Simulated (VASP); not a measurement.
# BN (R3m) in VASP: notebook, part 2 of 2

VASP 6.6.1.

### Step 3. Relaxation of shape and atoms at fixed volume, PBE+D3(BJ) (volume scaled by 1.02)

Contents of INCAR:

```
SYSTEM = BN
  PREC = Accurate
  ENCUT = 600
  EDIFF = 1E-6
  ISMEAR = 0
  SIGMA = 0.01
  LREAL = .FALSE.
  LASPH = .TRUE.
  NELM = 60
  ALGO = Normal
  ISIF = 4
  LWAVE = .FALSE.
  LCHARG = .FALSE.
  GGA = PE
  IVDW = 12
  IBRION = 2
  NSW = 80
  EDIFFG = -0.001
```

Contents of KPOINTS:

```
regular mesh
0
G
  12 12 12
  0 0 0
```

Contents of POSCAR:

```
BN
1.0
    1.2613549480      0.7282436188      3.3157384330
   -1.2613549480      0.7282436188      3.3157384330
    0.0000000000     -1.4564872375      3.3157384330
B N
1 1
Direct
    0.9996973421      0.9996973421      0.9996973421
    0.3327356579      0.3327356579      0.3327356579
```

Potentials or basis: VASP PAW PBE potentials, release 64 (B, N).

The run is started by

```console
> cat potpaw_PBE.64/B/POTCAR potpaw_PBE.64/N/POTCAR > POTCAR
> mpirun -np 1 vasp_std > vasp.out
```

OUTCAR:

```text
SYSTEM = BN
   PREC = Accurate
   ENCUT = 600
   EDIFF = 1E-6
   ISMEAR = 0
   LREAL = .FALSE.
   LASPH = .TRUE.
   NELM = 60
   ISIF = 4
   GGA = PE
   IVDW = 12
   IBRION = 2
   NSW = 80
   EDIFFG = -0.001
 IVDW          = 12

 ion  position               nearest neighbor table
   1  1.000  1.000  1.000-   2 1.46   2 1.46   2 1.46
   2  0.333  0.333  0.333-   1 1.46   1 1.46   1 1.46

  LATTYP: Found a trigonal (rhomboedric) cell.
 ALAT       =     3.6215295704
 COS(alpha) =     0.7573833763

  Lattice vectors:

 A1 = (   1.2613549480,   0.7282436188,   3.3157384330)
 A2 = (  -1.2613549480,   0.7282436188,   3.3157384330)
 A3 = (   0.0000000000,  -1.4564872375,   3.3157384330)

Analysis of symmetry for initial positions (statically):
=====================================================================
 Subroutine PRICEL returns:
 Original cell was already a primitive cell.

 Routine SETGRP: Setting up the symmetry group for a
 trigonal (rhombohedral) supercell.

 Subroutine GETGRP returns: Found  6 space group operations
 (whereof  6 operations were pure point group operations)
 out of a pool of 12 trial point group operations.

The static configuration has the point symmetry C_3v.

Analysis of symmetry for dynamics (positions and initial velocities):
=====================================================================
 Subroutine PRICEL returns:
 Original cell was already a primitive cell.
[... 279 lines left out ...]
 cond. band min:       6.4050271482   @ k =   0.5000   0.5000   0.0000
 fundamental gap:      4.2590639986
 Fermi energy:         2.2351879388

 k-point     1 :       0.0000    0.0000    0.0000
  band No.  band energies     occupation
      1     -15.5940      2.00000
      2      -1.9654      2.00000
      3       0.8548      2.00000
      4       0.8548      2.00000
      5       7.3480      0.00000
      6      13.7746      0.00000
      7      13.7746      0.00000
      8      15.2226      0.00000
[... 243 lines left out ...]
 k-point    24 :      -0.4167    0.1667   -0.0000
  band No.  band energies     occupation
      1     -12.1692      2.00000
      2      -6.4221      2.00000
      3      -3.2500      2.00000
      4       1.8375      2.00000
      5       7.3135      0.00000
      6      13.6254      0.00000
      7      15.7056      0.00000
      8      16.5467      0.00000

 [... further k-points ...]

[... ionic steps 4 to 15 ...]

--------------------------------------- Ionic step       16  -------------------------------------------

 number of electron       8.0000000 magnetization

------------------------ aborting loop because EDIFF is reached ----------------------------------------
[... 75 lines left out ...]
--------------------------------------- Ionic step       18  -------------------------------------------

 number of electron       8.0000000 magnetization

 Free energy of the ion-electron system (eV)
  ---------------------------------------------------
  ext. energy  EPLUGINS =         0.00000000
  ---------------------------------------------------
  free energy    TOTEN  =       -17.58457377 eV

  energy without entropy =      -17.58457377  energy(sigma->0) =      -17.58457377

 E-fermi :   2.2345     XC(G=0): -10.0000

 val. band max:        2.1457170609   @ k =  -0.3333   0.3333   0.0000
 cond. band min:       6.4046863506   @ k =   0.5000   0.5000   0.0000
 fundamental gap:      4.2589692897
 Fermi energy:         2.2345172663

 k-point     1 :       0.0000    0.0000    0.0000
  band No.  band energies     occupation
      1     -15.5947      2.00000
      2      -1.9655      2.00000
      3       0.8537      2.00000
      4       0.8537      2.00000
      5       7.3481      0.00000
      6      13.7733      0.00000
      7      13.7733      0.00000
      8      15.2220      0.00000
[... 286 lines left out ...]
  FREE ENERGIE OF THE ION-ELECTRON SYSTEM (eV)
  ---------------------------------------------------
  free  energy   TOTEN  =       -17.8625358888 eV

  energy  without entropy=      -17.8625358888  energy(sigma->0) =      -17.86253589

 reached required accuracy - stopping structural energy minimisation
```

Wall time 5.4 min (1 thread of AMD EPYC 7R43 (Zen 3), shared host); peak memory 0.17 GiB.

What came out:

```
Free energy                : -17.8625 eV
Energy gained by relaxing  : 2.2 meV/atom
Ionic steps                : 18
Pressure after relaxing    : -0.7 GPa
Band gap on the k mesh     : 4.26 eV, indirect (least direct gap 4.68 eV)
Dispersion energy per atom : -0.139 eV
```

Step by step:
| step | energy change (eV) | largest force (eV/Å) | pressure (GPa) | volume (Å³) |
| --- | --- | --- | --- | --- |
| 1 | 0.0000 | 0.0013 | -4.75 | 18.27 |
| 2 | -0.0044 | 0.0059 | -0.66 | 18.27 |
| 3 | -0.0044 | 0.0058 | -0.72 | 18.27 |
| 4 | -0.0044 | 0.0058 | -0.81 | 18.27 |
| 5 | -0.0044 | 0.0009 | -0.80 | 18.27 |
| 6 | -0.0044 | 0.0006 | -0.80 | 18.27 |
| 7 | -0.0044 | 0.0002 | -0.74 | 18.27 |
| 8 | -0.0044 | 0.0000 | -0.68 | 18.27 |
| 9 | -0.0044 | 0.0004 | -0.64 | 18.27 |
| 10 | -0.0044 | 0.0001 | -0.68 | 18.27 |
| 11 | -0.0044 | 0.0001 | -0.70 | 18.27 |
| 12 | -0.0044 | 0.0000 | -0.70 | 18.27 |
| 13 | -0.0044 | 0.0000 | -0.75 | 18.27 |
| 14 | -0.0044 | 0.0002 | -0.82 | 18.27 |
| 15 | -0.0044 | 0.0001 | -0.76 | 18.27 |
| 16 | -0.0044 | 0.0001 | -0.73 | 18.27 |
| 17 | -0.0044 | 0.0000 | -0.73 | 18.27 |
| 18 | -0.0044 | 0.0000 | -0.73 | 18.27 |

Final structure:
```yaml
crystal:
  lattice:
    - [1.25396, 0.72397, 3.35496]
    - [-1.25396, 0.72397, 3.35496]
    - [0.00000, -1.44795, 3.35496]
  atoms:
    - { symbol: B, position: [0.99967, 0.99967, 0.99967] }
    - { symbol: N, position: [0.33276, 0.33276, 0.33276] }
```

Levels at points of the mesh, in eV from the valence-band top:
```csv
k point,band 1,band 2,band 3,band 4,band 5,band 6,band 7,band 8
"(0.00, 0.00, 0.00)",-17.74,-4.11,-1.29,-1.29,5.20,11.63,11.63,13.08
"(0.50, 0.00, 0.00)",-14.57,-8.90,-4.06,-0.58,5.28,9.87,13.08,15.05
"(0.50, 0.50, 0.00)",-14.50,-8.77,-4.12,-1.17,4.26,9.84,14.26,17.60
"(0.50, 0.50, 0.50)",-17.47,-6.12,-1.31,-1.31,10.15,11.55,11.55,12.17
```

Caveat: the cell differs from its parent crystal (volume scaled by 1.02).
